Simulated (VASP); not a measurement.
# Hf (P6_3/mmc) in VASP: a series of runs

The runs below take Hf through single point, with r2SCAN.

All numbers are computed with VASP 6.6.1; they aren't measurements. Logs are shortened: lines on timing, memory, paths and dates and some standing lists are left out, and cuts for length are marked.

### Step 1. The cell of the first run

It takes space group P6_3/mmc (No. 194, hexagonal). The conventional cell has a = 3.199 Å, b = 3.199 Å, c = 5.051 Å, α = 90.00°, β = 90.00°, γ = 120.00°. Within 4.1 Å of Hf (site symmetry -6m2) lie 12 Hf at 3.13 to 3.20 Å.

### Step 2. Single point, r2SCAN

The input, POSCAR:

```
Hf
1.0
    3.1987335297      0.0000000000      0.0000000000
   -1.5993667648      2.7701844966      0.0000000000
    0.0000000000      0.0000000000      5.0505021987
Hf
2
Direct
    0.3333333333      0.6666666667      0.2500000000
    0.6666666667      0.3333333333      0.7500000000
```

The input, INCAR.step1:

```
PREC = Accurate
ENCUT = 520
ISMEAR = -1
SIGMA = 0.1
LREAL = F
LASPH = T
NELM = 60
NBANDS = 17
GGA = PE
ALGO = Normal
EDIFF = 1E-4
LWAVE = T
LCHARG = F
```

The input, INCAR.step2:

```
PREC = Accurate
ENCUT = 520
EDIFF = 1E-6
ISMEAR = -1
SIGMA = 0.1
LREAL = F
LASPH = T
NELM = 60
ALGO = Normal
ISIF = 2
LWAVE = F
LCHARG = F
METAGGA = R2SCAN
LMIXTAU = T
NBANDS = 17
ISTART = 1
```

The input, KPOINTS:

```
Automatic mesh
0
Gamma
  11 11 6
```

Potentials or basis: VASP PAW PBE potentials, release 64 (Hf_pv).

On the command line:

```
$ cat potpaw_PBE.64/Hf_pv/POTCAR > POTCAR
$ cp INCAR.step1 INCAR
$ mpirun -np 1 vasp_std > vasp.out
$ cp INCAR.step2 INCAR
$ mpirun -np 1 vasp_std > vasp.out
```

OUTCAR:

```text
PREC = Accurate
   ENCUT = 520
   EDIFF = 1E-6
   ISMEAR = -1
   LREAL = F
   LASPH = T
   NELM = 60
   ISIF = 2
   METAGGA = R2SCAN
   ISTART = 1

 ion  position               nearest neighbor table
   1  0.333  0.667  0.250-   2 3.13   2 3.13   2 3.13   2 3.13   2 3.13   2 3.13
   2  0.667  0.333  0.750-   1 3.13   1 3.13   1 3.13   1 3.13   1 3.13   1 3.13

  LATTYP: Found a hexagonal cell.
 ALAT       =     3.1987335297
 C/A-ratio  =     1.5789068242

  Lattice vectors:

 A1 = (   3.1987335297,   0.0000000000,   0.0000000000)
 A2 = (  -1.5993667648,   2.7701844966,   0.0000000000)
 A3 = (   0.0000000000,   0.0000000000,   5.0505021987)

Analysis of symmetry for initial positions (statically):
=====================================================================
 Subroutine PRICEL returns:
 Original cell was already a primitive cell.

 Routine SETGRP: Setting up the symmetry group for a
 hexagonal supercell.

 Subroutine GETGRP returns: Found 24 space group operations
 (whereof 12 operations were pure point group operations)
 out of a pool of 24 trial point group operations.

The static configuration has the point symmetry D_3d.
 The point group associated with its full space group is D_6h.

Analysis of symmetry for dynamics (positions and initial velocities):
=====================================================================
 Subroutine PRICEL returns:
 Original cell was already a primitive cell.

 Routine SETGRP: Setting up the symmetry group for a
 hexagonal supercell.

 Subroutine GETGRP returns: Found 24 space group operations
 (whereof 12 operations were pure point group operations)
 out of a pool of 24 trial point group operations.

The dynamic configuration has the point symmetry D_3d.
 The point group associated with its full space group is D_6h.

 Subroutine INISYM returns: Found 24 space group operations
 (whereof 12 operations are pure point group operations),
 and found     1 'primitive' translations

----------------------------------------------------------------------------------------

                                     Primitive cell

  volume of cell :      44.7529

  direct lattice vectors                    reciprocal lattice vectors
     3.198733530  0.000000000  0.000000000     0.312623728  0.180493393  0.000000000
    -1.599366765  2.770184497  0.000000000     0.000000000  0.360986787  0.000000000
     0.000000000  0.000000000  5.050502199     0.000000000  0.000000000  0.198000112

  length of vectors
     3.198733530  3.198733530  5.050502199     0.360986787  0.360986787  0.198000112

  position of ions in fractional coordinates (direct lattice)
     0.333333333  0.666666667  0.250000000
     0.666666667  0.333333333  0.750000000

  ion indices of the primitive-cell ions
   primitive index   ion index
                 1           1
                 2           2

----------------------------------------------------------------------------------------

 KPOINTS: Automatic mesh

Automatic generation of k-mesh.
 Grid dimensions read from file:
 generate k-points for:   11   11    6

 Generating k-lattice:

  Cartesian coordinates                     Fractional coordinates (reciprocal lattice)
     0.028420339  0.016408490  0.000000000     0.090909091  0.000000000  0.000000000
     0.000000000  0.032816981  0.000000000     0.000000000  0.090909091  0.000000000
     0.000000000  0.000000000  0.033000019     0.000000000  0.000000000  0.166666667

  Length of vectors
     0.032816981  0.032816981  0.033000019

  Shift w.r.t. Gamma in fractional coordinates (k-lattice)
     0.000000000  0.000000000  0.000000000

 Subroutine IBZKPT returns following result:
 ===========================================

 Found     64 irreducible k-points:

 Following reciprocal coordinates:
            Coordinates               Weight
  0.000000  0.000000  0.000000      1.000000
  0.090909 -0.000000  0.000000      6.000000
  0.181818 -0.000000  0.000000      6.000000
  0.272727  0.000000  0.000000      6.000000
  0.363636  0.000000  0.000000      6.000000
  0.454545  0.000000  0.000000      6.000000
[... 16 lines left out ...]
  0.090909  0.090909  0.166667     12.000000
  0.181818  0.090909  0.166667     24.000000
 [... further k-points ...]
   k-points           NKPTS =     64   k-points in BZ     NKDIM =     64   number of bands    NBANDS=     17
   number of dos      NEDOS =    301   number of ions     NIONS =      2
   total plane-waves  NPLWV =  23040
   dimension x,y,z NGX =    24 NGY =   24 NGZ =   40
   dimension x,y,z NGXF=    48 NGYF=   48 NGZF=   80
   ions per type =               2
   NGX,Y,Z   is equivalent  to a cutoff of  12.47, 12.47, 13.17 a.u.
   NGXF,Y,Z  is equivalent  to a cutoff of  24.95, 24.95, 26.33 a.u.
 SYSTEM =  unknown system
   PREC   = accura    normal or accurate (medium, high low for compatibility)
   ISTART =      1    job   : 0-new  1-cont  2-samecut
   ICHARG =      0    charge: 1-file 2-atom 10-const
   ISPIN  =      1    spin polarized calculation?
   LNONCOLLINEAR =      F non collinear calculations
   LSORBIT =      F    spin-orbit coupling
   LASPH  =      T    aspherical Exc in radial PAW
   ENCUT  =  520.0 eV  38.22 Ry    6.18 a.u.   5.95  5.95  9.39*2*pi/ulx,y,z
   NELM   =     60;   NELMIN=  2; NELMDL=  0     # of ELM steps
   EDIFF  = 0.1E-05   stopping-criterion for ELM
   LREAL  =      F    real-space projection
   EDIFFG = 0.1E-04   stopping-criterion for IOM
   NSW    =      0    number of steps for IOM
   IBRION =     -1    ionic relax: 0-MD 1-quasi-New 2-CG
   NFREE  =      0    steps in history (QN), initial steepest desc. (CG)
   ISIF   =      2    stress and relaxation
   ISYM   =      2    0-nonsym 1-usesym 2-fastsym
   POTIM  = 0.5000    time-step for ionic-motion
   TEBEG  =    0.0;   TEEND  =   0.0 temperature during run
   PSTRESS=    0.0 pullay stress
   NELECT =      20.0000    total number of electrons
   NUPDOWN=      -1.0000    fix difference up-down
   EMIN   =  10.00;   EMAX   =-10.00  energy-range for DOS
   EFERMI =   0.00;   METHOD = LEGACY
   ISMEAR =    -1;   SIGMA  =   0.10  broadening in eV -4-tet -1-fermi 0-gaus
   EFERMI_NEDOS =   21; number of points for ismear=-14 and -15
   IALGO  =     38    algorithm
   IMIX   =      4    mixing-type and parameters
     AMIX     =   0.40;   BMIX     =  1.00
     AMIX_MAG =   1.60;   BMIX_MAG =  1.00
  volume/ion in A,a.u.               =      22.38       151.00
  Fermi-wavevector in a.u.,A,eV,Ry     =   1.251635  2.365247 21.314756  1.566590
  Thomas-Fermi vector in A             =   2.385573
   LORBIT       =      0    0 simple, 1 ext, 2 COOP (PROOUT), +10 PAW based schemes
   METAGGA = R2SCAN    functional components
   LHFCALC =     F    Hartree Fock is set to
   AEXX    =    0.0000 exact exchange contribution
   IVDW    =     0    specifies the selected vdW correction
   LEPSILON=     F    determine dielectric tensor
   LRPA    =     F    only Hartree local field effects (RPA)
 non-spin polarized calculation
  energy-cutoff  :      520.00
  volume of cell :       44.75
 maximum number of plane-waves:      1222
 NGX is ok and might be reduce to    24
   NGX = 11   NGY = 11   NGZ = 19

 number of electron      20.0000004 magnetization

 Free energy of the ion-electron system (eV)
  ---------------------------------------------------
  ext. energy  EPLUGINS =         0.00000000
  ---------------------------------------------------
  free energy    TOTEN  =       -90.32587506 eV

  energy without entropy =      -90.27901650  energy(sigma->0) =      -90.30244578

 E-fermi :   4.8158     XC(G=0): -12.1531

 val. band max:        4.8113527031   @ k =   0.0909  -0.0000   0.5000
 cond. band min:       4.8200271804   @ k =   0.1818  -0.0000   0.1667
 fundamental gap:      0.0086744772
 Fermi energy:         4.8158081691

 k-point     1 :       0.0000    0.0000    0.0000
  band No.  band energies     occupation
      1     -27.4179      2.00000
      2     -26.6540      2.00000
      3     -26.6540      2.00000
      4     -26.5239      2.00000
      5     -26.5239      2.00000
      6     -26.5209      2.00000
[... 9 lines left out ...]
     16       7.7424      0.00000
     17      10.4862      0.00000

 k-point     2 :       0.0909   -0.0000    0.0000
  band No.  band energies     occupation
      1     -27.3957      2.00000
      2     -26.7005      2.00000
      3     -26.6696      2.00000
      4     -26.5729      2.00000
      5     -26.5310      2.00000
      6     -26.5300      2.00000
[... 9 lines left out ...]
     16       7.4967      0.00000
     17      10.6820      0.00000

 k-point     3 :       0.1818   -0.0000    0.0000
  band No.  band energies     occupation
      1     -27.3328      2.00000
      2     -26.8256      2.00000
      3     -26.7099      2.00000
      4     -26.7002      2.00000
      5     -26.5615      2.00000
      6     -26.5476      2.00000
[... 9 lines left out ...]
     16       7.9288      0.00000
     17      11.0608      0.00000

 k-point     4 :       0.2727    0.0000    0.0000
  band No.  band energies     occupation
      1     -27.2396      2.00000
      2     -26.9898      2.00000
      3     -26.8586      2.00000
      4     -26.7602      2.00000
      5     -26.6120      2.00000
      6     -26.5726      2.00000
[... 9 lines left out ...]
     16       8.9503      0.00000
     17      11.3797      0.00000
[... 343 lines left out ...]
      1     -27.2793      2.00000
      2     -27.1321      2.00000
      3     -26.9662      2.00000
      4     -26.8160      2.00000
      5     -26.7136      2.00000
      6     -26.6267      2.00000
[... 9 lines left out ...]
     16      11.0920      0.00000
     17      11.4987      0.00000

 k-point    23 :       0.0909    0.0909    0.1667
  band No.  band energies     occupation
      1     -27.3095      2.00000
      2     -26.7605      2.00000
      3     -26.7327      2.00000
      4     -26.6721      2.00000
      5     -26.5627      2.00000
      6     -26.5595      2.00000
[... 9 lines left out ...]
     16       8.1273      0.00000
     17      10.8820      0.00000

 k-point    24 :       0.1818    0.0909    0.1667
  band No.  band energies     occupation
      1     -27.2529      2.00000
      2     -26.8903      2.00000
      3     -26.8522      2.00000
      4     -26.7288      2.00000
      5     -26.5997      2.00000
      6     -26.5865      2.00000
[... 9 lines left out ...]
     16       8.7927      0.00000
     17      11.0375      0.00000

 [... further k-points ...]
[... 5 lines left out ...]
  --------------------------------------------------------------------------------------
  -------------------------------------------------------------------------------------
  Total       -0.1501711     -0.1501711     -0.1907817     -0.0000000      0.0000000      0.0000000
  in kB       -5.3762032     -5.3762032     -6.8300841     -0.0000000      0.0000000      0.0000000
  external PRESSURE =      -5.8608301 kB  Pullay stress =       0.0000000 kB

 VOLUME and BASIS-vectors are now :
 -----------------------------------------------------------------------------
  energy-cutoff  :      520.00
  volume of cell :       44.75
      direct lattice vectors                 reciprocal lattice vectors
     3.198733530  0.000000000  0.000000000     0.312623728  0.180493393  0.000000000
    -1.599366765  2.770184497  0.000000000     0.000000000  0.360986787  0.000000000
     0.000000000  0.000000000  5.050502199     0.000000000  0.000000000  0.198000112

 POSITION                                       TOTAL-FORCE (eV/Angst)
 -----------------------------------------------------------------------------------
     -0.00000      1.84679      1.26263         0.000000     -0.000000      0.000000
      1.59937      0.92339      3.78788        -0.000000      0.000000      0.000000
 -----------------------------------------------------------------------------------
    total drift:                               -0.000000      0.000000     -0.000000

  FREE ENERGIE OF THE ION-ELECTRON SYSTEM (eV)
  ---------------------------------------------------
  free  energy   TOTEN  =       -90.3258750561 eV

  energy  without entropy=      -90.2790164978  energy(sigma->0) =      -90.30244578
```

Run time: 4.6 min. Hardware: 1 thread of AMD EPYC 7R43 (Zen 3), shared host; peak memory 0.15 GiB.

What came out:

- Free energy: -90.3259 eV
- Pressure: -0.6 GPa
- Band gap on the k mesh: zero (band 10 reaches 6.16 eV, above the bottom of band 11 at 4.46 eV)

Caveat: the PAW data sets were made with another functional, which shifts forces and pressure a little; spin-orbit coupling is left out, which moves the levels of the heavy elements.

### Step 3. Single point, r2SCAN

POSCAR is that of step 2.

The input, INCAR.step1:

```
SYSTEM = Hf
PREC = Accurate
ENCUT = 520
ISMEAR = -1
SIGMA = 0.1
LREAL = .FALSE.
LASPH = .TRUE.
NELM = 80
NBANDS = 17
GGA = PE
ALGO = Normal
EDIFF = 1E-4
LWAVE = .TRUE.
LCHARG = .FALSE.
```

The input, INCAR.step2:

```
SYSTEM = Hf
PREC = Accurate
ENCUT = 520
EDIFF = 1E-7
ISMEAR = -1
SIGMA = 0.1
LREAL = .FALSE.
LASPH = .TRUE.
NELM = 80
ALGO = Normal
ISIF = 2
LWAVE = .FALSE.
LCHARG = .FALSE.
METAGGA = R2SCAN
LMIXTAU = .TRUE.
NBANDS = 17
ISTART = 1
```

The input, KPOINTS:

```
regular mesh
0
G
  11 11 6
  0 0 0
```

Potentials or basis: VASP PAW PBE potentials, release 64 (Hf_pv).

On the command line:

```
$ cat potpaw_PBE.64/Hf_pv/POTCAR > POTCAR
$ cp INCAR.step1 INCAR
$ mpirun -np 1 vasp_std > vasp.out
$ cp INCAR.step2 INCAR
$ mpirun -np 1 vasp_std > vasp.out
```

Wall time 5 min (1 thread of AMD EPYC 7R43 (Zen 3), shared host); peak memory 0.15 GiB.

The run converged. Its results:

```
Free energy            : -90.3259 eV
Pressure               : -0.6 GPa
Band gap on the k mesh : zero (band 10 reaches 6.16 eV, above the bottom of band 11 at 4.46 eV)
```

Stress tensor (GPa, compression positive):
```
-0.54  0.00  0.00
 0.00 -0.54  0.00
 0.00  0.00 -0.68
```

Levels at points of the mesh, in eV from the Fermi level:
| k point | band 6 | band 7 | band 8 | band 9 | band 10 | band 11 | band 12 | band 13 | band 14 | band 15 |
| --- | --- | --- | --- | --- | --- | --- | --- | --- | --- | --- |
| (0.00, 0.00, 0.00) | -31.34 | -7.74 | -3.83 | 0.44 | 1.34 | 1.34 | 1.67 | 2.22 | 2.22 | 2.93 |
| (0.00, 0.00, 0.50) | -31.41 | -5.67 | -5.67 | 0.18 | 0.18 | 1.24 | 1.24 | 1.24 | 1.24 | 5.15 |

Caveat: the PAW data sets were made with another functional, which shifts forces and pressure a little; spin-orbit coupling is left out, which moves the levels of the heavy elements.

### Step 4. Single point, r2SCAN

POSCAR is that of step 3.

The input, INCAR.step1:

```
SYSTEM = Hf
ALGO = Normal
EDIFF = 1E-4
ENCUT = 520
GGA = PE
ISMEAR = -1
LASPH = .True.
LCHARG = .False.
LREAL = .False.
LWAVE = .True.
NBANDS = 17
NELM = 80
PREC = Accurate
SIGMA = 0.01
```

The input, INCAR.step2:

```
SYSTEM = Hf
ALGO = Normal
EDIFF = 1E-7
ENCUT = 520
ISIF = 2
ISMEAR = -1
ISTART = 1
LASPH = .True.
LCHARG = .False.
LMIXTAU = .True.
LREAL = .False.
LWAVE = .False.
METAGGA = R2SCAN
NBANDS = 17
NELM = 80
PREC = Accurate
SIGMA = 0.01
```

The input, KPOINTS:

```
k-points
0
Gamma
  11 11 6
  0 0 0
```

On the command line:

```
$ cat potpaw_PBE.64/Hf_pv/POTCAR > POTCAR
$ cp INCAR.step1 INCAR
$ mpirun -np 1 vasp_std > vasp.out
$ cp INCAR.step2 INCAR
$ mpirun -np 1 vasp_std > vasp.out
```

Run time: 5.3 min. Hardware: 1 thread of AMD EPYC 7R43 (Zen 3), shared host; peak memory 0.15 GiB.

Results (log left out):

* Free energy: -90.3032 eV
* Pressure: -0.6 GPa
* Band gap on the k mesh: zero (band 10 reaches 6.16 eV, above the bottom of band 11 at 4.46 eV)

Stress tensor (GPa, compression positive):
```
-0.55  0.00  0.00
 0.00 -0.55  0.00
 0.00  0.00 -0.66
```

Levels at points of the mesh, in eV from the Fermi level:
```csv
k point,band 8,band 9,band 10,band 11,band 12,band 13
"(0.00, 0.00, 0.00)",-3.85,0.41,1.32,1.32,1.64,2.20
"(0.00, 0.00, 0.50)",-5.69,0.15,0.15,1.22,1.22,1.22
```

Caveat: the PAW data sets were made with another functional, which shifts forces and pressure a little; spin-orbit coupling is left out, which moves the levels of the heavy elements.
